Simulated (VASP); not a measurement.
BN, 4 atoms in the cell. The typed cell holds 4 atoms: a = 2.554 Å, b = 2.554 Å, c = 4.227 Å, α = 90.00°, β = 90.00°, γ = 120.00°.  This cell differs from its parent crystal: atom 3 (N) moved by (-0.450, -0.225) A along x and z.

- Program: VASP 6.6.1
- Task: single point
- Functional: r2SCAN
- Potentials or basis: VASP PAW PBE potentials, release 64 (B, N)
- Cutoff: 520 eV
- k mesh: 12 × 12 × 6
- Occupations: gaussian, width 0.05 eV
- Spin: no spin polarisation
- Dipole correction: no
- Further INCAR settings: ALGO = Normal; EDIFF = 1e-07; NBANDS = 16

Potentials or basis: VASP PAW PBE potentials, release 64 (B, N).

Launch:

```console
$ cat potpaw_PBE.64/B/POTCAR potpaw_PBE.64/N/POTCAR > POTCAR
$ cp INCAR.step1 INCAR
$ mpirun -np 1 vasp_std > vasp.out
$ cp INCAR.step2 INCAR
$ mpirun -np 1 vasp_std > vasp.out
```

Hardware: 1 thread of Intel Xeon 6975P-C, on a shared host.

How long does it take, and how much memory?

It took 7.2 min on 1 thread of Intel Xeon 6975P-C, with other jobs on the host, peak memory 0.25 GiB. Counts: k points 436.
